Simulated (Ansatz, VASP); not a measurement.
# Two plane-wave programs on Si2Ge2Ir

File INCAR:

```
SYSTEM = Si2Ge2Ir
  PREC = Accurate
  ENCUT = 500
  EDIFF = 1E-6
  ISMEAR = 0
  SIGMA = 0.1
  LREAL = .False.
  LASPH = .True.
  NELM = 120
  ALGO = Normal
  ISIF = 2
  LWAVE = .False.
  LCHARG = .False.
  GGA = PE
  NBANDS = 56
  GGA_COMPAT = .False.
```

File KPOINTS:

```
Automatic mesh
0
Gamma
  4 4 4
  0 0 0
```

File POSCAR:

```
Si2Ge2Ir
1.0
    5.7673836921      0.0000000000      0.0000000000
    0.0000000000      5.7673836921      0.0000000000
    0.0000000000      0.0000000000      5.0816062451
Si Ge Ir
4 4 2
Direct
    0.6483788810      0.8516211190      0.2511706810
    0.1483788810      0.6483788810      0.2511706810
    0.3516211190      0.1483788810      0.2511706810
    0.8516211190      0.3516211190      0.2511706810
    0.7425061940      0.7574938060      0.7170554331
    0.2574938060      0.2425061940      0.7170554331
    0.7574938060      0.2574938060      0.7170554331
    0.2425061940      0.7425061940      0.7170554331
    0.0000000000      0.0000000000      0.0335477718
    0.5000000000      0.5000000000      0.0335477718
```

Input for Ansatz:

```yaml
crystal:
  lattice:
    - [5.7673836921, 0.0, 0.0]
    - [0.0, 5.7673836921, 0.0]
    - [0.0, 0.0, 5.0816062451]
  atoms:
    - { symbol: Si, position: [0.648378881, 0.851621119, 0.251170681] }
    - { symbol: Si, position: [0.148378881, 0.648378881, 0.251170681] }
    - { symbol: Si, position: [0.351621119, 0.148378881, 0.251170681] }
    - { symbol: Si, position: [0.851621119, 0.351621119, 0.251170681] }
    - { symbol: Ge, position: [0.742506194, 0.757493806, 0.7170554331] }
    - { symbol: Ge, position: [0.257493806, 0.242506194, 0.7170554331] }
    - { symbol: Ge, position: [0.757493806, 0.257493806, 0.7170554331] }
    - { symbol: Ge, position: [0.242506194, 0.742506194, 0.7170554331] }
    - { symbol: Ir, position: [0.0, 0.0, 0.0335477718] }
    - { symbol: Ir, position: [0.5, 0.5, 0.0335477718] }
basis:
  ecutwfc: 420
kpoints:
  mp_grid: { grid: [4, 4, 4] }
hamiltonian:
  xc: pbe
scf:
  occupations: { method: gaussian, width: 0.1 }
  lower_state_search: "off"
output:
  forces: true
  stress: true
  eigenvalues: true
```

Alike in both runs: task single point; functional PBE; k mesh 4 × 4 × 4; occupations gaussian, width 0.1 eV; no spin polarisation.

|  | VASP | Ansatz |
| --- | --- | --- |
| version | VASP 6.6.1 | Ansatz 0.2.0 |
| potentials or method | VASP PAW PBE potentials, release 64 (Si, Ge_d, Ir), cutoff 500 eV | scalar-relativistic, plane waves, PAW |
| valence electrons in the cell | 90 | 106 |

|  | VASP | Ansatz | Ansatz less VASP |
| --- | --- | --- | --- |
| gap on the k mesh at the Fermi level (eV) | none | none | - |
| pressure (GPa) | 0.3 | 0.3 | -0.04 |
| traceless stress, the component that is largest in VASP (GPa) | -0.99 | -0.96 | +0.031 |
| rms of the force components (eV/Å) | 0.025 | 0.029 | +0.0044 |

Atom by atom the forces differ by 0.009 eV/Å (rms over components). A gap of «none» marks a metal or a gap that the smearing closes. VASP's potentials hold 90 valence electrons a cell and Ansatz's 106, so a difference there can come from the potentials and not from the codes.

Spin-orbit coupling is off throughout.
